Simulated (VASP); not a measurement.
A run of VASP 6.6.1:

File INCAR:

```
PREC = Accurate ; ENCUT = 520
EDIFF = 1E-6 ; ISMEAR = 0
SIGMA = 0.05 ; LREAL = F
LASPH = T ; NELM = 100
ALGO = Normal ; ISIF = 2
LWAVE = F ; LCHARG = F
GGA = PE ; NBANDS = 11
```

File KPOINTS:

```
regular mesh
0
Gamma
  10 10 10
```

POSCAR

```
AlN
1.0
    0.0000000000      2.0529539460      2.1839935596
    2.0529539460      0.0000000000      2.1839935596
    2.0529539460      2.0529539460      0.0000000000
Al N
1 1
Direct
    0.0000000000      0.0000000000      0.0000000000
    0.7500000000      0.7500000000      0.7500000000
```

Potentials or basis: VASP PAW PBE potentials, release 64 (Al, N).

Run with:

```sh
$ cat potpaw_PBE.64/Al/POTCAR potpaw_PBE.64/N/POTCAR > POTCAR
$ mpirun -np 1 vasp_std > vasp.out
```

Hardware: 1 thread of Intel(R) Xeon(R) Platinum 8488C (Sapphire Rapids), on a shared host.

Task: Estimate the wall time of this run.

Result: Run time: 9.1 s on 1 thread of Intel(R) Xeon(R) Platinum 8488C (Sapphire Rapids), on a shared host, peak memory 0.14 GiB. Counts: scf iterations 12, k points 102.
